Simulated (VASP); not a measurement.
# In3Bi2 (P-3m1) in VASP: a series of runs

Runs on In3Bi2. Level: PBE. Tasks: single point.

All numbers are computed with VASP 6.6.1; they aren't measurements. Logs are shortened: lines on timing, memory, paths and dates and some standing lists are left out, and cuts for length are marked.

## Step 1: The cell of the first run

The structure is trigonal, space group P-3m1 (No. 164). Conventional cell: a = 3.641 Å, b = 3.641 Å, c = 12.967 Å, α = 90.00°, β = 90.00°, γ = 120.00°. In (site symmetry 3m) has 9 In at 3.30 to 3.64 Å and 3 Bi at 3.35 Å within 4.3 Å. In (site symmetry -3m) has 12 In at 3.30 to 3.64 Å within 4.3 Å. Within 4.4 Å of Bi (site symmetry 3m) lie 3 In at 3.35 Å and 9 Bi at 3.40 to 3.64 Å.

The cell was built from a structure type or drawn by symmetry, and may not be a known phase.

## Step 2: Single point, PBE

Input file INCAR:

```
PREC = Accurate
ENCUT = 520
EDIFF = 1E-6
ISMEAR = 0
SIGMA = 0.1
LREAL = False
LASPH = True
NELM = 80
ALGO = Normal
ISIF = 2
LWAVE = False
LCHARG = False
GGA = PE
NBANDS = 42
```

Input file KPOINTS:

```
regular mesh
0
Gamma
  6 6 2
```

Input file POSCAR:

```
In3Bi2
1.0
    3.6405155200      0.0000000000      0.0000000000
   -1.8202577600      3.1527789200      0.0000000000
    0.0000000000      0.0000000000     12.9673016700
In Bi
3 2
Direct
    0.6666666700      0.3333333300      0.8041576900
    0.0000000000      0.0000000000      0.0000000000
    0.3333333300      0.6666666700      0.1958423100
    0.6666666700      0.3333333300      0.3968949100
    0.3333333300      0.6666666700      0.6031050900
```

Potentials or basis: VASP PAW PBE potentials, release 64 (In_d, Bi_d).

Started as:

```console
cat potpaw_PBE.64/In_d/POTCAR potpaw_PBE.64/Bi_d/POTCAR > POTCAR
mpirun -np 1 vasp_std > vasp.out
```

OUTCAR:

```text
PREC = Accurate
   ENCUT = 520
   EDIFF = 1E-6
   ISMEAR = 0
   LREAL = False
   LASPH = True
   NELM = 80
   ISIF = 2
   GGA = PE

 ion  position               nearest neighbor table
   1  0.667  0.333  0.804-   2 3.30   2 3.30   2 3.30   5 3.35   5 3.35   5 3.35
   2  0.000  0.000  0.000-   1 3.30   3 3.30   3 3.30   1 3.30   1 3.30   3 3.30
   3  0.333  0.667  0.196-   2 3.30   2 3.30   2 3.30   4 3.35   4 3.35   4 3.35
   4  0.667  0.333  0.397-   3 3.35   3 3.35   3 3.35   5 3.40   5 3.40   5 3.40
   5  0.333  0.667  0.603-   1 3.35   1 3.35   1 3.35   4 3.40   4 3.40   4 3.40

  LATTYP: Found a hexagonal cell.
 ALAT       =     3.6405155200
 C/A-ratio  =     3.5619410489

  Lattice vectors:

 A1 = (   3.6405155200,   0.0000000000,   0.0000000000)
 A2 = (  -1.8202577600,   3.1527789200,   0.0000000000)
 A3 = (   0.0000000000,   0.0000000000,  12.9673016700)

Analysis of symmetry for initial positions (statically):
=====================================================================
 Subroutine PRICEL returns:
 Original cell was already a primitive cell.

 Routine SETGRP: Setting up the symmetry group for a
 hexagonal supercell.

 Subroutine GETGRP returns: Found 12 space group operations
 (whereof 12 operations were pure point group operations)
 out of a pool of 24 trial point group operations.

The static configuration has the point symmetry D_3d.

Analysis of symmetry for dynamics (positions and initial velocities):
=====================================================================
 Subroutine PRICEL returns:
 Original cell was already a primitive cell.

 Routine SETGRP: Setting up the symmetry group for a
 hexagonal supercell.

 Subroutine GETGRP returns: Found 12 space group operations
 (whereof 12 operations were pure point group operations)
 out of a pool of 24 trial point group operations.

The dynamic configuration has the point symmetry D_3d.

 Subroutine INISYM returns: Found 12 space group operations
 (whereof 12 operations are pure point group operations),
 and found     1 'primitive' translations

----------------------------------------------------------------------------------------

                                     Primitive cell

  volume of cell :     148.8353

  direct lattice vectors                    reciprocal lattice vectors
     3.640515520  0.000000000  0.000000000     0.274686372  0.158590251  0.000000000
    -1.820257760  3.152778920  0.000000000     0.000000000  0.317180502  0.000000000
     0.000000000  0.000000000 12.967301670     0.000000000  0.000000000  0.077117046

  length of vectors
     3.640515520  3.640515517 12.967301670     0.317180502  0.317180502  0.077117046

  position of ions in fractional coordinates (direct lattice)
     0.666666670  0.333333330  0.804157690
     0.000000000  0.000000000  0.000000000
     0.333333330  0.666666670  0.195842310
     0.666666670  0.333333330  0.396894910
     0.333333330  0.666666670  0.603105090

  ion indices of the primitive-cell ions
   primitive index   ion index
                 1           1
                 2           2
                 3           3
                 4           4
                 5           5

----------------------------------------------------------------------------------------

 KPOINTS: regular mesh

Automatic generation of k-mesh.
 Grid dimensions read from file:
 generate k-points for:    6    6    2

 Generating k-lattice:

  Cartesian coordinates                     Fractional coordinates (reciprocal lattice)
     0.045781062  0.026431708  0.000000000     0.166666667  0.000000000  0.000000000
     0.000000000  0.052863417  0.000000000     0.000000000  0.166666667  0.000000000
     0.000000000  0.000000000  0.038558523     0.000000000  0.000000000  0.500000000

  Length of vectors
     0.052863417  0.052863417  0.038558523

  Shift w.r.t. Gamma in fractional coordinates (k-lattice)
     0.000000000  0.000000000  0.000000000

 Subroutine IBZKPT returns following result:
 ===========================================

 Found     14 irreducible k-points:

 Following reciprocal coordinates:
            Coordinates               Weight
  0.000000  0.000000  0.000000      1.000000
  0.166667 -0.000000  0.000000      6.000000
  0.333333 -0.000000  0.000000      6.000000
  0.500000 -0.000000  0.000000      3.000000
  0.166667  0.166667  0.000000      6.000000
  0.333333  0.166667  0.000000     12.000000
  0.333333  0.333333  0.000000      2.000000
  0.000000  0.000000  0.500000      1.000000
  0.166667 -0.000000  0.500000      6.000000
  0.333333 -0.000000  0.500000      6.000000
  0.500000 -0.000000  0.500000      3.000000
  0.166667  0.166667  0.500000      6.000000
  0.333333  0.166667  0.500000     12.000000
  0.333333  0.333333  0.500000      2.000000
   k-points           NKPTS =     14   k-points in BZ     NKDIM =     14   number of bands    NBANDS=     42
   number of dos      NEDOS =    301   number of ions     NIONS =      5
   total plane-waves  NPLWV =  75264
   dimension x,y,z NGX =    28 NGY =   28 NGZ =   96
   dimension x,y,z NGXF=    56 NGYF=   56 NGZF=  192
   ions per type =               3   2
   NGX,Y,Z   is equivalent  to a cutoff of  12.79, 12.79, 12.31 a.u.
   NGXF,Y,Z  is equivalent  to a cutoff of  25.57, 25.57, 24.62 a.u.
 SYSTEM =  unknown system
   PREC   = accura    normal or accurate (medium, high low for compatibility)
   ISTART =      0    job   : 0-new  1-cont  2-samecut
   ICHARG =      2    charge: 1-file 2-atom 10-const
   ISPIN  =      1    spin polarized calculation?
   LNONCOLLINEAR =      F non collinear calculations
   LSORBIT =      F    spin-orbit coupling
   LASPH  =      T    aspherical Exc in radial PAW
   ENCUT  =  520.0 eV  38.22 Ry    6.18 a.u.   6.77  6.77 24.11*2*pi/ulx,y,z
   NELM   =     80;   NELMIN=  2; NELMDL= -5     # of ELM steps
   EDIFF  = 0.1E-05   stopping-criterion for ELM
   LREAL  =      F    real-space projection
   EDIFFG = 0.1E-04   stopping-criterion for IOM
   NSW    =      0    number of steps for IOM
   IBRION =     -1    ionic relax: 0-MD 1-quasi-New 2-CG
   NFREE  =      0    steps in history (QN), initial steepest desc. (CG)
   ISIF   =      2    stress and relaxation
   ISYM   =      2    0-nonsym 1-usesym 2-fastsym
   POTIM  = 0.5000    time-step for ionic-motion
   TEBEG  =    0.0;   TEEND  =   0.0 temperature during run
   PSTRESS=    0.0 pullay stress
   NELECT =      69.0000    total number of electrons
   NUPDOWN=      -1.0000    fix difference up-down
   EMIN   =  10.00;   EMAX   =-10.00  energy-range for DOS
   EFERMI =   0.00;   METHOD = LEGACY
   ISMEAR =     0;   SIGMA  =   0.10  broadening in eV -4-tet -1-fermi 0-gaus
   EFERMI_NEDOS =   21; number of points for ismear=-14 and -15
   IALGO  =     38    algorithm
   IMIX   =      4    mixing-type and parameters
     AMIX     =   0.40;   BMIX     =  1.00
     AMIX_MAG =   1.60;   BMIX_MAG =  1.00
  volume/ion in A,a.u.               =      29.77       200.88
  Fermi-wavevector in a.u.,A,eV,Ry     =   1.267037  2.394352 21.842547  1.605382
  Thomas-Fermi vector in A             =   2.400206
   LORBIT       =      0    0 simple, 1 ext, 2 COOP (PROOUT), +10 PAW based schemes
   GGA     = PE    functional components
   LHFCALC =     F    Hartree Fock is set to
   AEXX    =    0.0000 exact exchange contribution
   IVDW    =     0    specifies the selected vdW correction
   LEPSILON=     F    determine dielectric tensor
   LRPA    =     F    only Hartree local field effects (RPA)
 non-spin polarized calculation
 Gauss-broadening in eV      SIGMA  =   0.10
  energy-cutoff  :      520.00
  volume of cell :      148.84
 maximum number of plane-waves:      4045
 NGX is ok and might be reduce to    28
   NGX = 13   NGY = 13   NGZ = 49

 number of electron      68.9999997 magnetization

 Free energy of the ion-electron system (eV)
  ---------------------------------------------------
  ext. energy  EPLUGINS =         0.00000000
  ---------------------------------------------------
  free energy    TOTEN  =       -15.03122963 eV

  energy without entropy =      -15.01017492  energy(sigma->0) =      -15.02070227

 E-fermi :   7.1127     XC(G=0):  -9.9905

 val. band max:        7.0990097512   @ k =   0.3333  -0.0000   0.5000
 cond. band min:       7.1707632493   @ k =   0.3333   0.1667   0.5000
 fundamental gap:      0.0717534982
 Fermi energy:         7.1127489624

 k-point     1 :       0.0000    0.0000    0.0000
  band No.  band energies     occupation
      1     -15.9426      2.00000
      2     -15.9426      2.00000
      3     -15.9362      2.00000
      4     -15.9362      2.00000
      5     -15.9319      2.00000
      6     -15.9161      2.00000
[... 34 lines left out ...]
     41      13.6800      0.00000
     42      13.9255      0.00000

 k-point     2 :       0.1667   -0.0000    0.0000
  band No.  band energies     occupation
      1     -15.9595      2.00000
      2     -15.9407      2.00000
      3     -15.9315      2.00000
      4     -15.9125      2.00000
      5     -15.9123      2.00000
      6     -15.9032      2.00000
[... 34 lines left out ...]
     41      12.3693      0.00000
     42      13.1212      0.00000

 k-point     3 :       0.3333   -0.0000    0.0000
  band No.  band energies     occupation
      1     -15.9797      2.00000
      2     -15.9483      2.00000
      3     -15.9307      2.00000
      4     -15.9195      2.00000
      5     -15.9104      2.00000
      6     -15.8648      2.00000
[... 34 lines left out ...]
     41      11.5034      0.00000
     42      11.5128      0.00000

 k-point     4 :       0.5000   -0.0000    0.0000
  band No.  band energies     occupation
      1     -15.9886      2.00000
      2     -15.9523      2.00000
      3     -15.9347      2.00000
      4     -15.9302      2.00000
      5     -15.9181      2.00000
      6     -15.8382      2.00000
[... 34 lines left out ...]
     41      10.3247      0.00000
     42      10.4302      0.00000

 k-point     5 :       0.1667    0.1667    0.0000
  band No.  band energies     occupation
      1     -15.9618      2.00000
      2     -15.9414      2.00000
      3     -15.9364      2.00000
      4     -15.9060      2.00000
      5     -15.9046      2.00000
      6     -15.8974      2.00000
[... 34 lines left out ...]
     41      10.7704      0.00000
     42      11.8259      0.00000

 k-point     6 :       0.3333    0.1667    0.0000
  band No.  band energies     occupation
      1     -15.9665      2.00000
      2     -15.9523      2.00000
      3     -15.9302      2.00000
      4     -15.9161      2.00000
      5     -15.9077      2.00000
      6     -15.8657      2.00000
[... 34 lines left out ...]
     41       9.9211      0.00000
     42      10.3799      0.00000

 k-point     7 :       0.3333    0.3333    0.0000
  band No.  band energies     occupation
      1     -15.9631      2.00000
      2     -15.9353      2.00000
      3     -15.9353      2.00000
      4     -15.8874      2.00000
      5     -15.8853      2.00000
      6     -15.8853      2.00000
[... 34 lines left out ...]
     41      10.5002      0.00000
     42      10.5002      0.00000

 k-point     8 :       0.0000    0.0000    0.5000
  band No.  band energies     occupation
      1     -15.9426      2.00000
      2     -15.9426      2.00000
      3     -15.9361      2.00000
      4     -15.9361      2.00000
      5     -15.9320      2.00000
      6     -15.9161      2.00000
[... 34 lines left out ...]
     41      13.8919      0.00000
     42      13.8932      0.00000

 k-point     9 :       0.1667   -0.0000    0.5000
  band No.  band energies     occupation
      1     -15.9595      2.00000
      2     -15.9407      2.00000
      3     -15.9315      2.00000
      4     -15.9125      2.00000
      5     -15.9123      2.00000
      6     -15.9032      2.00000
[... 34 lines left out ...]
     41      12.5176      0.00000
     42      13.2691      0.00000

 k-point    10 :       0.3333   -0.0000    0.5000
  band No.  band energies     occupation
      1     -15.9797      2.00000
      2     -15.9483      2.00000
      3     -15.9307      2.00000
      4     -15.9195      2.00000
      5     -15.9104      2.00000
      6     -15.8648      2.00000
[... 34 lines left out ...]
     41      10.9660      0.00000
     42      11.4007      0.00000

 k-point    11 :       0.5000   -0.0000    0.5000
  band No.  band energies     occupation
      1     -15.9886      2.00000
      2     -15.9522      2.00000
      3     -15.9347      2.00000
      4     -15.9301      2.00000
      5     -15.9181      2.00000
      6     -15.8382      2.00000
[... 34 lines left out ...]
     41      10.9426      0.00000
     42      11.2246      0.00000

 k-point    12 :       0.1667    0.1667    0.5000
  band No.  band energies     occupation
      1     -15.9618      2.00000
      2     -15.9414      2.00000
      3     -15.9364      2.00000
      4     -15.9060      2.00000
      5     -15.9046      2.00000
      6     -15.8974      2.00000
[... 34 lines left out ...]
     41      10.5701      0.00000
     42      12.2928      0.00000

 k-point    13 :       0.3333    0.1667    0.5000
  band No.  band energies     occupation
      1     -15.9665      2.00000
      2     -15.9523      2.00000
      3     -15.9301      2.00000
      4     -15.9161      2.00000
      5     -15.9077      2.00000
      6     -15.8657      2.00000
[... 34 lines left out ...]
     41      10.0354      0.00000
     42      11.2930      0.00000

 k-point    14 :       0.3333    0.3333    0.5000
  band No.  band energies     occupation
      1     -15.9631      2.00000
      2     -15.9353      2.00000
      3     -15.9353      2.00000
      4     -15.8874      2.00000
      5     -15.8852      2.00000
      6     -15.8852      2.00000
[... 34 lines left out ...]
     41       8.8860      0.00000
     42       8.9653      0.00000

------------------------ aborting loop because EDIFF is reached ----------------------------------------

  FORCE on cell =-STRESS in cart. coord.  units (eV):
  Direction    XX          YY          ZZ          XY          YZ          ZX
  --------------------------------------------------------------------------------------
  -------------------------------------------------------------------------------------
  Total       -0.2883052     -0.2883052      1.2687952      0.0000000     -0.0000000      0.0000000
  in kB       -3.1035377     -3.1035377     13.6582827      0.0000000     -0.0000000      0.0000000
  external PRESSURE =       2.4837358 kB  Pullay stress =       0.0000000 kB

 VOLUME and BASIS-vectors are now :
 -----------------------------------------------------------------------------
  energy-cutoff  :      520.00
  volume of cell :      148.84
      direct lattice vectors                 reciprocal lattice vectors
     3.640515520  0.000000000  0.000000000     0.274686372  0.158590251  0.000000000
    -1.820257760  3.152778920  0.000000000     0.000000000  0.317180502  0.000000000
     0.000000000  0.000000000 12.967301670     0.000000000  0.000000000  0.077117046

 POSITION                                       TOTAL-FORCE (eV/Angst)
 -----------------------------------------------------------------------------------
      1.82026      1.05093     10.42776        -0.000000      0.000000      0.117970
      0.00000      0.00000      0.00000         0.000000      0.000000      0.000000
     -0.00000      2.10185      2.53955         0.000000     -0.000000     -0.117970
      1.82026      1.05093      5.14666        -0.000000     -0.000000     -0.120573
     -0.00000      2.10185      7.82065        -0.000000      0.000000      0.120573
 -----------------------------------------------------------------------------------
    total drift:                                0.000000      0.000000      0.000000

  FREE ENERGIE OF THE ION-ELECTRON SYSTEM (eV)
  ---------------------------------------------------
  free  energy   TOTEN  =       -15.0312296326 eV

  energy  without entropy=      -15.0101749167  energy(sigma->0) =      -15.02070227
```

Run time: 1.8 min. Hardware: 1 thread of Intel Xeon 8259CL, shared host; peak memory 0.29 GiB.

Results:

```
Free energy            : -15.0312 eV
Pressure               : 0.2 GPa
Largest force          : 0.121 eV/Å
Band gap on the k mesh : zero (an odd number of electrons rules out a gap without spin polarisation)
```

Forces on the atoms (eV/Å):
```
In   0.000  0.000  0.118
In   0.000  0.000  0.000
In   0.000  0.000 -0.118
Bi   0.000  0.000 -0.121
Bi   0.000  0.000  0.121
```

Caveat: spin-orbit coupling is left out, which moves the levels of the heavy elements.

## Step 3: Single point, PBE

This run uses another cell than the first one, of 29.56 Å³/atom.

Input file INCAR:

```
SYSTEM = In3Bi2
ALGO = Fast
EDIFF = 1E-6
ENCUT = 520
GGA = PE
ISIF = 2
ISMEAR = 0
LASPH = .TRUE.
LCHARG = .TRUE.
LELF = .TRUE.
LREAL = .FALSE.
LVHAR = .TRUE.
LWAVE = .FALSE.
NBANDS = 42
NELM = 60
PREC = Accurate
SIGMA = 0.1
```

Input file KPOINTS:

```
k-points
0
G
  12 12 4
  0 0 0
```

Input file POSCAR:

```
In3Bi2
1.0
    3.5073827762      0.0000000000      0.0000000000
   -1.7536913881      3.0374825850      0.0000000000
    0.0000000000      0.0000000000     13.8736932808
In Bi
3 2
Direct
    0.6666666667      0.3333333333      0.8088925493
    0.0000000000      0.0000000000      0.0000000000
    0.3333333333      0.6666666667      0.1911074507
    0.6666666667      0.3333333333      0.3899789885
    0.3333333333      0.6666666667      0.6100210115
```

Potentials or basis: VASP PAW PBE potentials, release 64 (In_d, Bi_d).

Started as:

```console
cat potpaw_PBE.64/In_d/POTCAR potpaw_PBE.64/Bi_d/POTCAR > POTCAR
mpirun -np 1 vasp_std > vasp.out
```

Run time: 14 min. Hardware: 1 thread of Intel Xeon 8259CL, shared host; peak memory 0.51 GiB.

The run converged. Its results:

```
Free energy            : -15.1941 eV
Pressure               : 0.0 GPa
Band gap on the k mesh : zero (an odd number of electrons rules out a gap without spin polarisation)
```

Forces on the atoms (eV/Å):
```
In   0.000  0.000 -0.001
In   0.000  0.000  0.000
In   0.000  0.000  0.001
Bi   0.000  0.000  0.003
Bi   0.000  0.000 -0.003
```

Levels at points of the mesh, in eV from the Fermi level:
```
           k point  band 31  band 32  band 33  band 34  band 35  band 36  band 37  band 38  band 39  band 40
(0.00, 0.00, 0.00)    -2.41    -2.33     2.86     3.70     4.02     4.02     4.61     4.61     7.22     7.22
(0.50, 0.00, 0.00)    -3.95    -2.79    -2.25    -1.75    -1.18     1.09     1.13     1.57     2.13     2.80
(0.00, 0.00, 0.50)    -4.06     0.10     0.40     4.02     4.02     4.61     4.61     5.86     7.22     7.24
(0.50, 0.00, 0.50)    -3.79    -3.37    -2.60    -0.90    -0.67     0.05     1.00     1.13     2.10     3.34
```

Caveat: spin-orbit coupling is left out, which moves the levels of the heavy elements.
